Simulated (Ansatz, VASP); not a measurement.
One calculation of InO, two programs

INCAR

```
PREC = Accurate
ENCUT = 520
EDIFF = 1E-7
ISMEAR = 0
SIGMA = 0.03
LREAL = F
LASPH = T
NELM = 80
ALGO = Normal
ISIF = 2
LWAVE = F
LCHARG = F
GGA = PE
NBANDS = 27
```

KPOINTS

```
regular mesh
0
Gamma
  12 12 4
```

The input POSCAR:

```
InO
1.0
    3.7202926898      0.0000000000      0.0000000000
   -1.8601463449      3.2218679788      0.0000000000
    0.0000000000      0.0000000000     13.6824700068
In O
2 2
Direct
    0.6666666667      0.3333333333      0.5900210000
    0.6666666667      0.3333333333      0.4099790000
    0.0000000000      0.0000000000      0.6398670000
    0.0000000000      0.0000000000      0.3601330000
```

Input for Ansatz:

```yaml
crystal:
  lattice:
    - [3.7202926898, 0.0, 0.0]
    - [-1.8601463449, 3.2218679788, 0.0]
    - [0.0, 0.0, 13.6824700068]
  atoms:
    - { symbol: In, position: [0.6666666667, 0.3333333333, 0.590021] }
    - { symbol: In, position: [0.6666666667, 0.3333333333, 0.409979] }
    - { symbol: O, position: [0.0, 0.0, 0.639867] }
    - { symbol: O, position: [0.0, 0.0, 0.360133] }
basis:
  ecutwfc: 420
kpoints:
  mp_grid: { grid: [12, 12, 4] }
hamiltonian:
  xc: pbe
scf:
  occupations: { method: gaussian, width: 0.03 }
output:
  forces: true
  stress: true
  eigenvalues: true
```

Alike in both runs: task single point; functional PBE; k mesh 12 × 12 × 4; occupations gaussian, width 0.03 eV; no spin polarisation.

|  | VASP | Ansatz |
| --- | --- | --- |
| version | VASP 6.6.1 | Ansatz 0.2.0 |
| potentials or method | VASP PAW PBE potentials, release 64 (In_d, O), cutoff 520 eV | scalar-relativistic, plane waves, PAW |
| valence electrons in the cell | 38 | 38 |

Ansatz gave:

```
gap on the k mesh at the Fermi level (eV) : 0.14
least direct gap on the mesh (eV)         : 0.75
rms of the force components (eV/Å)        : 1.495
```

Which values does VASP return?

gap on the k mesh at the Fermi level (eV): 0.12; least direct gap on the mesh (eV): 0.74; rms of the force components (eV/Å): 1.489.

Atom by atom the forces differ by 0.010 eV/Å (rms over components).
